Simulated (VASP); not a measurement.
Runs of VASP 6.6.1 on BiTe. The structure is that of space group Fm-3m (No. 225), or close to it. The cells are those of the table. 

| task | level | potentials or basis | cell | k mesh | cutoff (eV) | smearing | grid for exact exchange (PRECFOCK) | share of exact exchange | screening parameter | gap on the mesh (eV) | pressure (GPa) |
| --- | --- | --- | --- | --- | --- | --- | --- | --- | --- | --- | --- |
| single point | HSE06 | VASP PAW PBE potentials, release 64 (Bi_d, Te) | a = 4.575 Å, angles 60.0°, 2 atoms | 6 × 6 × 6 | 400 | fermi-dirac 0.05 eV | Normal | 0.25 | 0.2079 1/Å | none | -1.0 |
| single point | LDA | VASP PAW LDA potentials, release 64 (Bi_d, Te) | a = 4.575 Å, angles 60.0°, 2 atoms | 7 × 7 × 7 | 500 | methfessel-paxton 0.15 eV | - | - | - | none | -2.6 |
| electric field gradients | B3LYP | VASP PAW PBE potentials, release 64 (Bi_d, Te) | a = 4.575 Å, angles 60.0°, 2 atoms | 4 × 4 × 4 | 400 | fermi-dirac 0.1 eV | Normal | 0.2 | - | none | 2.0 |
| single point | HSE06 | VASP PAW PBE potentials, release 64 (Bi_d, Te) | a = 4.544 Å, angles 60.0°, 2 atoms | 4 × 4 × 4 | 520 | fermi-dirac 0.05 eV | Normal | 0.25 | 0.2079 1/Å | none | -0.5 |
| single point | HSE06 | VASP PAW PBE potentials, release 64 (Bi_d, Te) | a = 4.605 Å, angles 60.0°, 2 atoms | 4 × 4 × 4 | 520 | fermi-dirac 0.05 eV | Normal | 0.25 | 0.2079 1/Å | none | -2.3 |
| single point | r2SCAN | VASP PAW PBE potentials, release 64 (Bi_d, Te) | a = 4.513 Å, angles 60.0°, 2 atoms | 7 × 7 × 7 | 550 | gaussian 0.15 eV | - | - | - | none | (b) |
| single point | HSE06 | VASP PAW PBE potentials, release 64 (Bi_d, Te) | a = 4.575 Å, angles 60.0°, 2 atoms | 4 × 4 × 4 | 520 | fermi-dirac 0.05 eV | Normal | 0.25 | 0.2079 1/Å | none | -1.5 |
| single point | PBE-based screened hybrid with 10 % exact exchange | VASP PAW PBE potentials, release 64 (Bi_d, Te) | a = 4.575 Å, angles 60.0°, 2 atoms | 4 × 4 × 4 | 520 | fermi-dirac 0.05 eV | Normal | 0.1 | 0.20787 1/Å | none | (c) |
| single point | HSE06 | VASP PAW PBE potentials, release 64 (Bi_d, Te) | a = 4.482 Å, angles 60.0°, 2 atoms | 4 × 4 × 4 | 520 | fermi-dirac 0.05 eV | Normal | 0.25 | 0.2079 1/Å | none | (a) |
| single point | HF | VASP PAW PBE potentials, release 64 (Bi_d, Te) | a = 4.575 Å, angles 60.0°, 2 atoms | 4 × 4 × 4 | 520 | fermi-dirac 0.05 eV | Normal | 1 | - | none | -0.5 |
| single point | HSE06 | VASP PAW PBE potentials, release 64 (Bi_d, Te) | a = 4.635 Å, angles 60.0°, 2 atoms | 4 × 4 × 4 | 520 | fermi-dirac 0.05 eV | Normal | 0.25 | 0.2079 1/Å | none | -3.0 |
| single point | PBE-based screened hybrid with 25 % exact exchange | VASP PAW PBE potentials, release 64 (Bi_d, Te) | a = 4.575 Å, angles 60.0°, 2 atoms | 4 × 4 × 4 | 520 | fermi-dirac 0.05 eV | Normal | 0.25 | 0.20787 1/Å | none | -1.5 |

Alike in all rows: no spin polarisation.

Estimate the missing entries.

(a) 1.9; (b) 2.4; (c) -0.2.

Caveats: some runs use coarse meshes; spin-orbit coupling is left out, which moves the levels of the heavy elements; the PAW data sets were made with another functional, which shifts forces and pressure a little (at least some runs).

A k mesh can miss the band edges, and the runs leave out spin-orbit coupling on Bi, Te.

A gap of «none» marks levels without a gap at the run's occupations.
